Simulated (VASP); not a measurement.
# Rb (P1) in VASP: notebook

Runs on Rb. Level: PBEsol. Tasks: single point.

All numbers are computed with VASP 6.6.1; they aren't measurements. Logs are shortened: lines on timing, memory, paths and dates and some standing lists are left out, and cuts for length are marked.

### 1 The cell of the first run

The typed cell holds 8 atoms: a = 8.993 Å, b = 4.497 Å, c = 14.919 Å, α = 90.00°, β = 90.00°, γ = 120.00°.

### 2 Single point, PBEsol

Input file INCAR:

```
SYSTEM = Rb
PREC = Accurate
ENCUT = 400
EDIFF = 1E-6
ISMEAR = -1
SIGMA = 0.1
LREAL = .FALSE.
LASPH = .TRUE.
NELM = 120
ALGO = Normal
ISIF = 2
LWAVE = .FALSE.
LCHARG = .TRUE.
GGA = PS
LELF = .TRUE.
LVHAR = .TRUE.
NBANDS = 46
GGA_COMPAT = .FALSE.
```

Input file KPOINTS:

```
regular mesh
0
G
  2 2 1
  0 0 0
```

Input file POSCAR:

```
Rb
1.0
    8.9932720000      0.0000000000      0.0000000000
   -2.2483180000      3.8942010000      0.0000000000
    0.0000000000      0.0000000000     14.9190910000
Rb
8
Direct
    0.0011151614     -0.0049085807     -0.0018152580
    0.1637363537      0.6722005361      0.7509245704
    0.0093020701      0.0137609743      0.4977732222
    0.3357356695      0.3285572573      0.2530544924
    0.4938640480     -0.0072233046     -0.0033414234
    0.6616980449      0.6616415023      0.7510371108
    0.4903424793     -0.0164721852      0.5018362714
    0.8363796051      0.3246334742      0.2529642724
```

Potentials or basis: VASP PAW PBE potentials, release 64 (Rb_sv).

Started as:

```sh
$ cat potpaw_PBE.64/Rb_sv/POTCAR > POTCAR
$ mpirun -np 1 vasp_std > vasp.out
```

OUTCAR:

```text
SYSTEM = Rb
   PREC = Accurate
   ENCUT = 400
   EDIFF = 1E-6
   ISMEAR = -1
   LREAL = .FALSE.
   LASPH = .TRUE.
   NELM = 120
   ISIF = 2
   GGA = PS

 ion  position               nearest neighbor table
   1  0.001  0.995  0.998-   5 4.44   5 4.46   2 4.47   5 4.53   2 4.53   6 4.54   5 4.56   8 4.59
                             4 4.61   8 4.61
   2  0.164  0.672  0.751-   6 4.46   1 4.47   5 4.48   6 4.49   6 4.50   7 4.50   6 4.53   1 4.53
                             3 4.55   3 4.57
   3  0.009  0.014  0.498-   7 4.34   7 4.40   4 4.45   8 4.46   8 4.53   2 4.55   2 4.57   7 4.60
                             6 4.65   7 4.65
   4  0.336  0.329  0.253-   3 4.45   8 4.48   8 4.49   8 4.50   7 4.50   7 4.50   8 4.51   5 4.59
                             1 4.61   5 4.62
   5  0.494  0.993  0.997-   1 4.44   1 4.46   2 4.48   6 4.49   6 4.50   1 4.53   1 4.56   4 4.59
                             4 4.62   8 4.66
   6  0.662  0.662  0.751-   2 4.46   5 4.49   2 4.49   5 4.50   2 4.50   2 4.53   7 4.53   1 4.54
                             7 4.56   3 4.65
   7  0.490  0.984  0.502-   3 4.34   3 4.40   4 4.50   2 4.50   4 4.50   6 4.53   6 4.56   8 4.59
                             3 4.60   3 4.65
   8  0.836  0.325  0.253-   3 4.46   4 4.48   4 4.49   4 4.50   4 4.51   3 4.53   1 4.59   7 4.59
                             1 4.61   5 4.66

  Warning from LATTYP: Monoclinic adjustment (A1->A3, A2->A1, A3->A2)!
  LATTYP: Found a simple orthorhombic cell.
 ALAT       =     4.4966359934
 B/A-ratio  =     1.7320508093
 C/A-ratio  =     3.3178338255

  Lattice vectors:

 A1 = (   2.2483180000,  -3.8942010000,   0.0000000000)
 A2 = (   6.7449540000,   3.8942010000,   0.0000000000)
 A3 = (   0.0000000000,   0.0000000000,  14.9190910000)

Analysis of symmetry for initial positions (statically):
=====================================================================
 Subroutine PRICEL returns:
 Original cell was already a primitive cell.

 Routine SETGRP: Setting up the symmetry group for a
 simple orthorhombic supercell.

 Subroutine GETGRP returns: Found  1 space group operations
 (whereof  1 operations were pure point group operations)
 out of a pool of  8 trial point group operations.

The static configuration has the point symmetry C_1 .

Analysis of symmetry for dynamics (positions and initial velocities):
=====================================================================
 Subroutine PRICEL returns:
 Original cell was already a primitive cell.

 Routine SETGRP: Setting up the symmetry group for a
 simple orthorhombic supercell.

 Subroutine GETGRP returns: Found  1 space group operations
 (whereof  1 operations were pure point group operations)
 out of a pool of  8 trial point group operations.

The dynamic configuration has the point symmetry C_1 .

 Subroutine INISYM returns: Found  1 space group operations
 (whereof  1 operations are pure point group operations),
 and found     1 'primitive' translations

----------------------------------------------------------------------------------------

                                     Primitive cell

  volume of cell :     522.4906

  direct lattice vectors                    reciprocal lattice vectors
     8.993272000  0.000000000  0.000000000     0.111194235  0.064198022  0.000000000
    -2.248318000  3.894201000  0.000000000     0.000000000  0.256792086  0.000000000
     0.000000000  0.000000000 14.919091000     0.000000000  0.000000000  0.067028212

  length of vectors
     8.993272000  4.496635993 14.919091000     0.128396043  0.256792086  0.067028212

  position of ions in fractional coordinates (direct lattice)
     0.001115161  0.995091419  0.998184742
     0.163736354  0.672200536  0.750924570
     0.009302070  0.013760974  0.497773222
     0.335735669  0.328557257  0.253054492
     0.493864048  0.992776695  0.996658577
     0.661698045  0.661641502  0.751037111
     0.490342479  0.983527815  0.501836271
     0.836379605  0.324633474  0.252964272

  ion indices of the primitive-cell ions
   primitive index   ion index
                 1           1
                 2           2
                 3           3
                 4           4
                 5           5
                 6           6
                 7           7
                 8           8

----------------------------------------------------------------------------------------

 KPOINTS: regular mesh

Automatic generation of k-mesh.
 Grid dimensions read from file:
 generate k-points for:    2    2    1

 Generating k-lattice:

  Cartesian coordinates                     Fractional coordinates (reciprocal lattice)
     0.055597117  0.032099011  0.000000000     0.500000000 -0.000000000  0.000000000
     0.000000000  0.128396043  0.000000000     0.000000000  0.500000000  0.000000000
     0.000000000  0.000000000  0.067028212     0.000000000  0.000000000  1.000000000

  Length of vectors
     0.064198022  0.128396043  0.067028212

  Shift w.r.t. Gamma in fractional coordinates (k-lattice)
     0.000000000  0.000000000  0.000000000

 Subroutine IBZKPT returns following result:
 ===========================================

 Found      4 irreducible k-points:

 Following reciprocal coordinates:
            Coordinates               Weight
  0.000000  0.000000  0.000000      1.000000
  0.500000  0.000000  0.000000      1.000000
  0.000000  0.500000  0.000000      1.000000
  0.500000  0.500000  0.000000      1.000000
   k-points           NKPTS =      4   k-points in BZ     NKDIM =      4   number of bands    NBANDS=     46
   number of dos      NEDOS =    301   number of ions     NIONS =      8
   total plane-waves  NPLWV = 176400
   dimension x,y,z NGX =    60 NGY =   30 NGZ =   98
   dimension x,y,z NGXF=   120 NGYF=   60 NGZF=  196
   ions per type =               8
   NGX,Y,Z   is equivalent  to a cutoff of  11.09, 11.09, 10.92 a.u.
   NGXF,Y,Z  is equivalent  to a cutoff of  22.18, 22.18, 21.84 a.u.
 SYSTEM =  Rb
   PREC   = accura    normal or accurate (medium, high low for compatibility)
   ISTART =      0    job   : 0-new  1-cont  2-samecut
   ICHARG =      2    charge: 1-file 2-atom 10-const
   ISPIN  =      1    spin polarized calculation?
   LNONCOLLINEAR =      F non collinear calculations
   LSORBIT =      F    spin-orbit coupling
   LASPH  =      T    aspherical Exc in radial PAW
   ENCUT  =  400.0 eV  29.40 Ry    5.42 a.u.  14.67  7.33 24.33*2*pi/ulx,y,z
   NELM   =    120;   NELMIN=  2; NELMDL= -5     # of ELM steps
   EDIFF  = 0.1E-05   stopping-criterion for ELM
   LREAL  =      F    real-space projection
   EDIFFG = 0.1E-04   stopping-criterion for IOM
   NSW    =      0    number of steps for IOM
   IBRION =     -1    ionic relax: 0-MD 1-quasi-New 2-CG
   NFREE  =      0    steps in history (QN), initial steepest desc. (CG)
   ISIF   =      2    stress and relaxation
   ISYM   =      2    0-nonsym 1-usesym 2-fastsym
   POTIM  = 0.5000    time-step for ionic-motion
   TEBEG  =    0.0;   TEEND  =   0.0 temperature during run
   PSTRESS=    0.0 pullay stress
   NELECT =      72.0000    total number of electrons
   NUPDOWN=      -1.0000    fix difference up-down
   EMIN   =  10.00;   EMAX   =-10.00  energy-range for DOS
   EFERMI =   0.00;   METHOD = LEGACY
   ISMEAR =    -1;   SIGMA  =   0.10  broadening in eV -4-tet -1-fermi 0-gaus
   EFERMI_NEDOS =   21; number of points for ismear=-14 and -15
   IALGO  =     38    algorithm
   IMIX   =      4    mixing-type and parameters
     AMIX     =   0.40;   BMIX     =  1.00
     AMIX_MAG =   1.60;   BMIX_MAG =  1.00
  volume/ion in A,a.u.               =      65.31       440.74
  Fermi-wavevector in a.u.,A,eV,Ry     =   0.845589  1.597932  9.728456  0.715021
  Thomas-Fermi vector in A             =   1.960802
   LORBIT       =      0    0 simple, 1 ext, 2 COOP (PROOUT), +10 PAW based schemes
   GGA     = PS    functional components
   LHFCALC =     F    Hartree Fock is set to
   AEXX    =    0.0000 exact exchange contribution
   IVDW    =     0    specifies the selected vdW correction
   LEPSILON=     F    determine dielectric tensor
   LRPA    =     F    only Hartree local field effects (RPA)
 non-spin polarized calculation
  energy-cutoff  :      400.00
  volume of cell :      522.49
 maximum number of plane-waves:      9523
 NGX is ok and might be reduce to    60
   NGX = 29   NGY = 15   NGZ = 49

 number of electron      72.0000000 magnetization

 Free energy of the ion-electron system (eV)
  ---------------------------------------------------
  ext. energy  EPLUGINS =         0.00000000
  ---------------------------------------------------
  free energy    TOTEN  =        -7.24208732 eV

  energy without entropy =       -6.84338261  energy(sigma->0) =       -7.04273497

 E-fermi :   0.9514     XC(G=0):  -6.4143

 val. band max:        0.8676290531   @ k =   0.0000   0.5000   0.0000
 cond. band min:       1.0749124334   @ k =   0.0000   0.5000   0.0000
 fundamental gap:      0.2072833802
 Fermi energy:         0.9514337278

 k-point     1 :       0.0000    0.0000    0.0000
  band No.  band energies     occupation
      1     -27.9193      2.00000
      2     -27.9127      2.00000
      3     -27.9081      2.00000
      4     -27.9013      2.00000
      5     -27.8992      2.00000
      6     -27.8976      2.00000
[... 38 lines left out ...]
     45       2.3504      0.00000
     46       3.0239      0.00000

 k-point     2 :       0.5000    0.0000    0.0000
  band No.  band energies     occupation
      1     -27.9120      2.00000
      2     -27.9105      2.00000
      3     -27.9069      2.00000
      4     -27.9054      2.00000
      5     -27.9011      2.00000
      6     -27.8991      2.00000
[... 38 lines left out ...]
     45       3.0082      0.00000
     46       3.0544      0.00000

 k-point     3 :       0.0000    0.5000    0.0000
  band No.  band energies     occupation
      1     -27.9030      2.00000
      2     -27.9011      2.00000
      3     -27.9007      2.00000
      4     -27.8980      2.00000
      5     -27.8955      2.00000
      6     -27.8934      2.00000
[... 38 lines left out ...]
     45       2.2318      0.00001
     46       2.2608      0.00000

 k-point     4 :       0.5000    0.5000    0.0000
  band No.  band energies     occupation
      1     -27.9030      2.00000
      2     -27.9013      2.00000
      3     -27.9005      2.00000
      4     -27.8980      2.00000
      5     -27.8954      2.00000
      6     -27.8934      2.00000
[... 38 lines left out ...]
     45       2.5797      0.00000
     46       2.5819      0.00000

------------------------ aborting loop because EDIFF is reached ----------------------------------------

  FORCE on cell =-STRESS in cart. coord.  units (eV):
  Direction    XX          YY          ZZ          XY          YZ          ZX
  --------------------------------------------------------------------------------------
  -------------------------------------------------------------------------------------
  Total        3.8897207      4.0920197      3.2305516     -0.2520097      0.0024063      0.0001831
  in kB       11.9275307     12.5478650      9.9062392     -0.7727685      0.0073786      0.0005616
  external PRESSURE =      11.4605450 kB  Pullay stress =       0.0000000 kB

 VOLUME and BASIS-vectors are now :
 -----------------------------------------------------------------------------
  energy-cutoff  :      400.00
  volume of cell :      522.49
      direct lattice vectors                 reciprocal lattice vectors
     8.993272000  0.000000000  0.000000000     0.111194235  0.064198022  0.000000000
    -2.248318000  3.894201000  0.000000000     0.000000000  0.256792086  0.000000000
     0.000000000  0.000000000 14.919091000     0.000000000  0.000000000  0.067028212

 POSITION                                       TOTAL-FORCE (eV/Angst)
 -----------------------------------------------------------------------------------
     -2.22725      3.87509     14.89201        -0.037043     -0.013725      0.040580
     -0.03879      2.61768     11.20311        -0.013718     -0.017124     -0.022779
      0.05272      0.05359      7.42632        -0.084408     -0.060775      0.048915
      2.28066      1.27947      3.77534         0.012972      0.002478     -0.056996
      2.20938      3.86607     14.86924         0.037131      0.014812      0.058837
      4.46325      2.57656     11.20479         0.022297      0.017724     -0.035707
      2.19850      3.83005      7.48694         0.085663      0.059848      0.007001
      6.79191      1.26419      3.77400        -0.022893     -0.003238     -0.039850
 -----------------------------------------------------------------------------------
    total drift:                               -0.000026      0.000008     -0.000136

  FREE ENERGIE OF THE ION-ELECTRON SYSTEM (eV)
  ---------------------------------------------------
  free  energy   TOTEN  =        -7.2420873239 eV

  energy  without entropy=       -6.8433826145  energy(sigma->0) =       -7.04273497
```

Run time: 94 s. Hardware: 1 thread of AMD EPYC 7R43 (Zen 3), shared host; peak memory 0.36 GiB.

What came out:

```yaml
Free_energy: -7.2421 eV
Pressure: 1.1 GPa
Largest_force: 0.115 eV/Å
Band_gap_on_the_k_mesh: zero (bands 36 and 37 overlap by 1.12 eV)
```

Forces on the atoms (eV/Å):
```
Rb  -0.037 -0.014  0.041
Rb  -0.014 -0.017 -0.023
Rb  -0.084 -0.061  0.049
Rb   0.013  0.002 -0.057
Rb   0.037  0.015  0.059
Rb   0.022  0.018 -0.036
Rb   0.086  0.060  0.007
Rb  -0.023 -0.003 -0.040
```

Caveat: the k points lie up to 0.70 Å⁻¹ apart, too coarse for converged energies and pressures of a metal; the PAW data sets were made with another functional, which shifts forces and pressure a little.

### 3 Single point, PBEsol

This run uses another cell than the first one, of 84.87 Å³/atom.

Input file INCAR:

```
SYSTEM = Rb
PREC     = Accurate       ! precision mode
ENCUT    = 400            ! plane-wave cutoff, eV
EDIFF    = 1E-6           ! SCF threshold, eV
ISMEAR   = -1             ! smearing method
SIGMA    = 0.1            ! smearing width, eV
LREAL    = .False.        ! projectors in reciprocal space
LASPH    = .True.         ! aspherical terms in the spheres
NELM     = 120            ! most SCF steps
ALGO     = Normal         ! electronic algorithm
ISIF     = 2              ! what is computed and relaxed
LWAVE    = .False.        ! write WAVECAR
LCHARG   = .False.        ! write CHGCAR
GGA      = PS             ! functional
NBANDS   = 46             ! bands
GGA_COMPAT= .False.
```

Input file KPOINTS:

```
Automatic mesh
0
Gamma
  2 2 1
  0 0 0
```

Input file POSCAR:

```
Rb
1.0
    9.8138280000      0.0000000000      0.0000000000
   -2.4534570000      4.2495120000      0.0000000000
    0.0000000000      0.0000000000     16.2803260000
Rb
8
Direct
    0.0012990366     -0.0012168456     -0.0012453682
    0.1656744047      0.6706052366      0.7505129811
    0.0046514831      0.0068690240      0.4989076386
    0.3357248258      0.3336107770      0.2515006763
    0.4963406450     -0.0022308444     -0.0016670428
    0.6647085486      0.6630763721      0.7496414384
    0.4953611790     -0.0081642316      0.5010389227
    0.8344231545      0.3297580993      0.2510935592
```

Potentials or basis: VASP PAW PBE potentials, release 64 (Rb_sv).

Started as:

```sh
$ cat potpaw_PBE.64/Rb_sv/POTCAR > POTCAR
$ mpirun -np 1 vasp_std > vasp.out
```

Run time: 1.8 min. Hardware: 1 thread of AMD EPYC 7R43 (Zen 3), shared host; peak memory 0.44 GiB.

Results (log left out):

- Free energy: -7.7675 eV
- Pressure: 0.1 GPa
- Largest force: 0.030 eV/Å
- Band gap on the k mesh: zero (bands 36 and 37 overlap by 1.03 eV)

Forces in eV/Å, atoms in the order of the input:
```
Rb  -0.015 -0.005  0.011
Rb  -0.001 -0.006 -0.007
Rb  -0.022 -0.016  0.011
Rb  -0.002 -0.003 -0.014
Rb   0.015  0.005  0.012
Rb   0.004  0.006 -0.003
Rb   0.023  0.016 -0.001
Rb  -0.001  0.002 -0.010
```

Stress tensor (GPa, compression positive):
```
 0.11 -0.12  0.00
-0.12  0.24  0.00
 0.00  0.00 -0.14
```

Levels at points of the mesh, in eV from the Fermi level:
| k point | band 33 | band 34 | band 35 | band 36 | band 37 | band 38 |
| --- | --- | --- | --- | --- | --- | --- |
| (0.00, 0.00, 0.00) | -2.22 | -1.53 | -1.52 | -0.08 | -0.07 | 0.10 |
| (0.50, 0.00, 0.00) | -1.59 | -1.57 | -0.95 | -0.93 | -0.93 | -0.92 |
| (0.00, 0.50, 0.00) | -0.07 | -0.07 | 0.09 | 0.10 | 0.25 | 0.25 |
| (0.50, 0.50, 0.00) | -0.43 | -0.43 | 0.08 | 0.09 | 0.10 | 0.10 |

Caveat: the k points lie up to 0.64 Å⁻¹ apart, too coarse for converged energies and pressures of a metal; the PAW data sets were made with another functional, which shifts forces and pressure a little.

The gap in the log of VASP goes by the Fermi energy; the results here count the filled bands.